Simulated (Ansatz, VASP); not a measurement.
**Ge: VASP beside Ansatz**

```
CELL_PARAMETERS angstrom
1.48805 -2.59469 0.00000
1.48805 2.59469 0.00000
0.00000 0.00000 4.72760
ATOMIC_POSITIONS crystal
Ge 0.33345 0.66655 0.25000
Ge 0.66655 0.33345 0.75000
```

Alike in both runs: task single point; functional BLYP; k mesh 10 × 10 × 6; occupations fermi-dirac, width 0.05 eV; collinear spin.

```csv
,VASP,Ansatz
version,VASP 6.6.1,Ansatz 0.2.0
potentials or method,"VASP PAW PBE potentials, release 64 (Ge_d), cutoff 520 eV","all-electron LAPW, scalar-relativistic"
```

Ansatz gave:

| Quantity | Value |
| --- | --- |
| gap on the k mesh at the Fermi level (eV) | none |
| pressure (GPa) | 11.3 |
| traceless stress, the component that is largest in VASP (GPa) | 1.78 |
| net moment per atom (μB) | 0.00 |

**Question.** What did VASP give for the same quantities?

**Answer.** gap on the k mesh at the Fermi level (eV): none; pressure (GPa): 11.3; traceless stress, the component that is largest in VASP (GPa): 1.79; net moment per atom (μB): 0.00.

VASP's potentials were made for PBE, not for BLYP. A gap of «none» marks a metal or a gap that the smearing closes. Ansatz ran all-electron here, and VASP with PAW potentials.
